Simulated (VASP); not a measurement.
Set up this calculation in VASP 6.6.1, as the native input.

```
Task                   : single point
Functional             : PBE
Potentials or basis    : VASP PAW PBE potentials, release 64 (Zr_sv, Hf_pv, S)
Cutoff                 : 520 eV
k mesh                 : 6 × 6 × 1
Occupations            : gaussian, width 0.1 eV
Spin                   : no spin polarisation
Dipole correction      : no
Further INCAR settings : ALGO = Normal; EDIFF = 1e-07; NBANDS = 57
```

The structure of Hf3ZrS8 lies in POSCAR:

```
Hf3ZrS8
1.0
    3.6628871220     -0.0000102398     -0.0300317833
   -1.8314303240      3.1718651426      0.0407676869
   -0.2286514346      0.2220808181     27.6794203223
Zr Hf S
1 3 8
Direct
   -0.0304638702     -0.0190991776      0.4974011361
   -0.0038799168     -0.0069881499      0.7488291885
    0.0374001578      0.0124760530      0.0016003361
   -0.0030327290      0.0136420434      0.2521682552
    0.3322672679      0.6523439790      0.8009008373
    0.3735135328      0.6718070333      0.0536706517
    0.3330731384      0.6729417885      0.3042377130
    0.3057171821      0.6401770284      0.5501054761
    0.7012306863      0.3531137029      0.9495287121
    0.6608045434      0.3542504801      0.2000993024
    0.6333928460      0.3216858001      0.4446998781
    0.6599771613      0.3336494187      0.6967585134
```

One way to write it, as run:

INCAR

```
SYSTEM = Hf3ZrS8
  PREC = Accurate
  ENCUT = 520
  EDIFF = 1E-7
  ISMEAR = 0
  SIGMA = 0.1
  LREAL = .False.
  LASPH = .True.
  NELM = 100
  ALGO = Normal
  ISIF = 2
  LWAVE = .False.
  LCHARG = .False.
  GGA = PE
  NBANDS = 57
```

KPOINTS

```
Automatic mesh
0
Gamma
  6 6 1
  0 0 0
```

Potentials or basis: VASP PAW PBE potentials, release 64 (Zr_sv, Hf_pv, S).

The run is started by

```bash
$ cat potpaw_PBE.64/Zr_sv/POTCAR potpaw_PBE.64/Hf_pv/POTCAR potpaw_PBE.64/S/POTCAR > POTCAR
$ mpirun -np 1 vasp_std > vasp.out
```

It gave:

```json
{
  "Pressure": "-0.4 GPa",
  "Largest force": "0.068 eV/Å",
  "Band gap on the k mesh": "1.11 eV, indirect (least direct gap 1.68 eV)"
}
```

Caveat: spin-orbit coupling is left out, which moves the levels of the heavy elements.

Wall time 7.3 min on 1 thread of Intel(R) Xeon(R) Platinum 8375C CPU @ 2.90GHz (Ice Lake), on a shared host, peak memory 0.59 GiB.
